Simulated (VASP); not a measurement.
# C in VASP: a series of runs

C is run at these levels: PBE; tasks: single point.

Program: VASP 6.6.1. These are calculated values, not measurements. Logs are shortened: lines on timing, memory, paths and dates and some standing lists are left out, and cuts for length are marked.

**1. The cell of the first run**

It takes space group Cmme (No. 67, orthorhombic). Conventional cell: a = 2.456 Å, b = 4.254 Å, c = 7.173 Å, α = 90.00°, β = 90.00°, γ = 90.00°. C (site symmetry m) has 3 C at 1.42 Å within 1.9 Å.

**2. Single point, PBE**

The input, INCAR:

```
PREC = Accurate
ENCUT = 520
EDIFF = 1E-6
ISMEAR = 0
SIGMA = 0.1
LREAL = F
LASPH = T
NELM = 80
ALGO = Normal
ISIF = 2
LWAVE = F
LCHARG = F
GGA = PE
NBANDS = 16
```

The input, KPOINTS:

```
Automatic mesh
0
Gamma
  1 1 1
```

The input, POSCAR:

```
C
1.0
    1.2280479700     -2.1270618200      0.0000000000
    1.2280479700      2.1270618200      0.0000000000
    0.0000000000      0.0000000000      7.1732677600
C
4
Direct
    0.0833794600      0.9166205400      0.7531376000
    0.5833794600      0.4166205400      0.2468624000
    0.9166205400      0.0833794600      0.2468624000
    0.4166205400      0.5833794600      0.7531376000
```

Potentials or basis: VASP PAW PBE potentials, release 64 (C).

Started as:

```
$ cat potpaw_PBE.64/C/POTCAR > POTCAR
$ mpirun -np 1 vasp_gam > vasp.out
```

OUTCAR:

```text
PREC = Accurate
   ENCUT = 520
   EDIFF = 1E-6
   ISMEAR = 0
   LREAL = F
   LASPH = T
   NELM = 80
   ISIF = 2
   GGA = PE

 ion  position               nearest neighbor table
   1  0.083  0.917  0.753-   4 1.42   4 1.42   4 1.42
   2  0.583  0.417  0.247-   3 1.42   3 1.42   3 1.42
   3  0.917  0.083  0.247-   2 1.42   2 1.42   2 1.42
   4  0.417  0.583  0.753-   1 1.42   1 1.42   1 1.42

  LATTYP: Found a hexagonal cell.
 ALAT       =     2.4561135566
 C/A-ratio  =     2.9205765918

  Lattice vectors:

 A1 = (   1.2280479700,  -2.1270618200,   0.0000000000)
 A2 = (   1.2280479700,   2.1270618200,   0.0000000000)
 A3 = (   0.0000000000,   0.0000000000,   7.1732677600)

Analysis of symmetry for initial positions (statically):
=====================================================================
 Subroutine PRICEL returns:
 Original cell was already a primitive cell.

 Routine SETGRP: Setting up the symmetry group for a
 hexagonal supercell.

 Subroutine GETGRP returns: Found  8 space group operations
 (whereof  4 operations were pure point group operations)
 out of a pool of 24 trial point group operations.

The static configuration has the point symmetry C_2h.
 The point group associated with its full space group is D_2h.

Analysis of symmetry for dynamics (positions and initial velocities):
=====================================================================
 Subroutine PRICEL returns:
 Original cell was already a primitive cell.

 Routine SETGRP: Setting up the symmetry group for a
 hexagonal supercell.

 Subroutine GETGRP returns: Found  8 space group operations
 (whereof  4 operations were pure point group operations)
 out of a pool of 24 trial point group operations.

The dynamic configuration has the point symmetry C_2h.
 The point group associated with its full space group is D_2h.

 Subroutine INISYM returns: Found  8 space group operations
 (whereof  4 operations are pure point group operations),
 and found     1 'primitive' translations

----------------------------------------------------------------------------------------

                                     Primitive cell

  volume of cell :      37.4751

  direct lattice vectors                    reciprocal lattice vectors
     1.228047970 -2.127061820  0.000000000     0.407150219 -0.235066041  0.000000000
     1.228047970  2.127061820  0.000000000     0.407150219  0.235066041  0.000000000
     0.000000000  0.000000000  7.173267760     0.000000000  0.000000000  0.139406479

  length of vectors
     2.456113557  2.456113557  7.173267760     0.470135453  0.470135453  0.139406479

  position of ions in fractional coordinates (direct lattice)
     0.083379460  0.916620540  0.753137600
     0.583379460  0.416620540  0.246862400
     0.916620540  0.083379460  0.246862400
     0.416620540  0.583379460  0.753137600

  ion indices of the primitive-cell ions
   primitive index   ion index
                 1           1
                 2           2
                 3           3
                 4           4

----------------------------------------------------------------------------------------

 KPOINTS: Automatic mesh

Automatic generation of k-mesh.
 Grid dimensions read from file:
 generate k-points for:    1    1    1

 Generating k-lattice:

  Cartesian coordinates                     Fractional coordinates (reciprocal lattice)
     0.407150219 -0.235066041  0.000000000     1.000000000 -0.000000000  0.000000000
     0.407150219  0.235066041  0.000000000    -0.000000000  1.000000000  0.000000000
     0.000000000  0.000000000  0.139406479     0.000000000  0.000000000  1.000000000

  Length of vectors
     0.470135453  0.470135453  0.139406479

  Shift w.r.t. Gamma in fractional coordinates (k-lattice)
     0.000000000  0.000000000  0.000000000

 Subroutine IBZKPT returns following result:
 ===========================================

 Found      1 irreducible k-points:

 Following reciprocal coordinates:
            Coordinates               Weight
  0.000000  0.000000  0.000000      1.000000
   k-points           NKPTS =      1   k-points in BZ     NKDIM =      1   number of bands    NBANDS=     16
   number of dos      NEDOS =    301   number of ions     NIONS =      4
   total plane-waves  NPLWV =  17496
   dimension x,y,z NGX =    18 NGY =   18 NGZ =   54
   dimension x,y,z NGXF=    36 NGYF=   36 NGZF=  108
   ions per type =               4
   NGX,Y,Z   is equivalent  to a cutoff of  12.18, 12.18, 12.51 a.u.
   NGXF,Y,Z  is equivalent  to a cutoff of  24.37, 24.37, 25.03 a.u.
 SYSTEM =  unknown system
   PREC   = accura    normal or accurate (medium, high low for compatibility)
   ISTART =      0    job   : 0-new  1-cont  2-samecut
   ICHARG =      2    charge: 1-file 2-atom 10-const
   ISPIN  =      1    spin polarized calculation?
   LNONCOLLINEAR =      F non collinear calculations
   LSORBIT =      F    spin-orbit coupling
   LASPH  =      T    aspherical Exc in radial PAW
   ENCUT  =  520.0 eV  38.22 Ry    6.18 a.u.   4.57  4.57 13.34*2*pi/ulx,y,z
   NELM   =     80;   NELMIN=  2; NELMDL= -5     # of ELM steps
   EDIFF  = 0.1E-05   stopping-criterion for ELM
   LREAL  =      F    real-space projection
   EDIFFG = 0.1E-04   stopping-criterion for IOM
   NSW    =      0    number of steps for IOM
   IBRION =     -1    ionic relax: 0-MD 1-quasi-New 2-CG
   NFREE  =      0    steps in history (QN), initial steepest desc. (CG)
   ISIF   =      2    stress and relaxation
   ISYM   =      2    0-nonsym 1-usesym 2-fastsym
   POTIM  = 0.5000    time-step for ionic-motion
   TEBEG  =    0.0;   TEEND  =   0.0 temperature during run
   PSTRESS=    0.0 pullay stress
   NELECT =      16.0000    total number of electrons
   NUPDOWN=      -1.0000    fix difference up-down
   EMIN   =  10.00;   EMAX   =-10.00  energy-range for DOS
   EFERMI =   0.00;   METHOD = LEGACY
   ISMEAR =     0;   SIGMA  =   0.10  broadening in eV -4-tet -1-fermi 0-gaus
   EFERMI_NEDOS =   21; number of points for ismear=-14 and -15
   IALGO  =     38    algorithm
   IMIX   =      4    mixing-type and parameters
     AMIX     =   0.40;   BMIX     =  1.00
     AMIX_MAG =   1.60;   BMIX_MAG =  1.00
  volume/ion in A,a.u.               =       9.37        63.22
  Fermi-wavevector in a.u.,A,eV,Ry     =   1.232728  2.329519 20.675669  1.519619
  Thomas-Fermi vector in A             =   2.367487
   LORBIT       =      0    0 simple, 1 ext, 2 COOP (PROOUT), +10 PAW based schemes
   GGA     = PE    functional components
   LHFCALC =     F    Hartree Fock is set to
   AEXX    =    0.0000 exact exchange contribution
   IVDW    =     0    specifies the selected vdW correction
   LEPSILON=     F    determine dielectric tensor
   LRPA    =     F    only Hartree local field effects (RPA)
 non-spin polarized calculation
 Gauss-broadening in eV      SIGMA  =   0.10
  energy-cutoff  :      520.00
  volume of cell :       37.48
 maximum number of plane-waves:       497
 NGX is ok and might be reduce to    18
   NGX =  9   NGY =  9   NGZ = 27

 number of electron      15.9999993 magnetization

 Free energy of the ion-electron system (eV)
  ---------------------------------------------------
  ext. energy  EPLUGINS =         0.00000000
  ---------------------------------------------------
  free energy    TOTEN  =       -22.97466842 eV

  energy without entropy =      -22.97466842  energy(sigma->0) =      -22.97466842

 E-fermi :   2.4994     XC(G=0):  -9.9102

 val. band max:        1.9640867676   @ k =   0.0000   0.0000   0.0000
 cond. band min:       7.7935626815   @ k =   0.0000   0.0000   0.0000
 fundamental gap:      5.8294759139
 Fermi energy:         2.4993548984

 k-point     1 :       0.0000    0.0000    0.0000
  band No.  band energies     occupation
      1     -15.0166      2.00000
      2     -14.8216      2.00000
      3      -3.9638      2.00000
      4      -2.4672      2.00000
      5       1.9394      2.00000
      6       1.9444      2.00000
      7       1.9460      2.00000
      8       1.9641      2.00000
      9       7.7936      0.00000
     10      13.1072      0.00000
     11      13.1427      0.00000
     12      13.1643      0.00000
     13      13.1711      0.00000
     14      13.2792      0.00000
     15      16.4423      0.00000
     16      16.5306      0.00000

------------------------ aborting loop because EDIFF is reached ----------------------------------------

  FORCE on cell =-STRESS in cart. coord.  units (eV):
  Direction    XX          YY          ZZ          XY          YZ          ZX
  --------------------------------------------------------------------------------------
  -------------------------------------------------------------------------------------
  Total        8.8737171      8.9156288      2.3203553      0.0000000     -0.0000000      0.0000000
  in kB      379.3793426    381.1712019     99.2024961      0.0000000     -0.0000000      0.0000000
  external PRESSURE =     286.5843468 kB  Pullay stress =       0.0000000 kB

 VOLUME and BASIS-vectors are now :
 -----------------------------------------------------------------------------
  energy-cutoff  :      520.00
  volume of cell :       37.48
      direct lattice vectors                 reciprocal lattice vectors
     1.228047970 -2.127061820  0.000000000     0.407150219 -0.235066041  0.000000000
     1.228047970  2.127061820  0.000000000     0.407150219  0.235066041  0.000000000
     0.000000000  0.000000000  7.173267760     0.000000000  0.000000000  0.139406479

 POSITION                                       TOTAL-FORCE (eV/Angst)
 -----------------------------------------------------------------------------------
      1.22805      1.77236      5.40246         0.000000      0.039854     -0.023198
      1.22805     -0.35471      1.77081         0.000000      0.039854      0.023198
      1.22805     -1.77236      1.77081         0.000000     -0.039854      0.023198
      1.22805      0.35471      5.40246         0.000000     -0.039854     -0.023198
 -----------------------------------------------------------------------------------
    total drift:                                0.000000     -0.000000      0.000000

  FREE ENERGIE OF THE ION-ELECTRON SYSTEM (eV)
  ---------------------------------------------------
  free  energy   TOTEN  =       -22.9746684160 eV

  energy  without entropy=      -22.9746684160  energy(sigma->0) =      -22.97466842
```

Run time: 5.3 s. Hardware: 1 thread of Intel Xeon Platinum 8259CL at 2.50GHz (Skylake/Cascade Lake), shared host; peak memory 0.12 GiB.

Results:

```
Free energy            : -22.9747 eV
Pressure               : 28.7 GPa
Largest force          : 0.046 eV/Å
Band gap on the k mesh : 5.83 eV
```

Forces on the atoms (eV/Å):
```
C    0.000  0.040 -0.023
C    0.000  0.040  0.023
C    0.000 -0.040  0.023
C    0.000 -0.040 -0.023
```

Levels at points of the mesh, in eV from the valence-band top:
```
           k point  band 6  band 7  band 8  band 9  band 10  band 11
(0.00, 0.00, 0.00)   -0.02   -0.02    0.00    5.83    11.14    11.18
```

Caveat: the k points lie up to 2.95 Å⁻¹ apart; this functional lacks dispersion, which binds the layers, so the pressure and a relaxed spacing across them are unreliable. A k mesh can miss the band edges.

**3. Single point, PBE**

INCAR: that of step 2 with these lines changed.

```diff
@@ -7,3 +7,3 @@
 LASPH = T
-NELM = 80
+NELM = 60
 ALGO = Normal
```

KPOINTS is that of step 2.

The input, POSCAR:

```
C
1.0
    1.2159619696     -2.1479622876      0.0091232276
    1.2232502972      2.1521701653     -0.0413730204
   -0.0941886657     -0.0851463517      7.1476530721
C
4
Direct
    0.1034933285      0.9456230676      0.7488005552
    0.5908149738      0.4138432831      0.2394105085
    0.9242568809      0.0859987362      0.2421136921
    0.4285181549      0.5893271320      0.7486182121
```

Potentials or basis: VASP PAW PBE potentials, release 64 (C).

Started as:

```
$ cat potpaw_PBE.64/C/POTCAR > POTCAR
$ mpirun -np 1 vasp_gam > vasp.out
```

It took 5 s on 1 thread of Intel Xeon Platinum 8259CL at 2.50GHz (Skylake/Cascade Lake), shared host; peak memory 0.12 GiB.

Results (log left out):

```yaml
Free_energy: -22.8286 eV
Pressure: 27.8 GPa
Largest_force: 6.107 eV/Å
Band_gap_on_the_k_mesh: 5.16 eV
```

Forces on the atoms (eV/Å):
```
C   -4.498 -4.131  0.030
C    0.852  0.669  0.704
C   -0.851 -0.669 -0.642
C    4.497  4.131 -0.092
```

Stress tensor (GPa, compression positive):
```
41.38  4.71 -0.55
 4.71 31.59 -0.40
-0.55 -0.40 10.31
```

Levels at points of the mesh, in eV from the valence-band top:
| k point | band 5 | band 6 | band 7 | band 8 | band 9 | band 10 | band 11 | band 12 |
| --- | --- | --- | --- | --- | --- | --- | --- | --- |
| (0.00, 0.00, 0.00) | -1.45 | -0.97 | -0.49 | 0.00 | 5.16 | 9.29 | 10.26 | 10.58 |

Caveat: the k points lie up to 2.97 Å⁻¹ apart; forces of over 1 eV/Å act on the atoms, so gaps and moduli don't describe the material at rest.

(Part 1 of 2 ends here.)
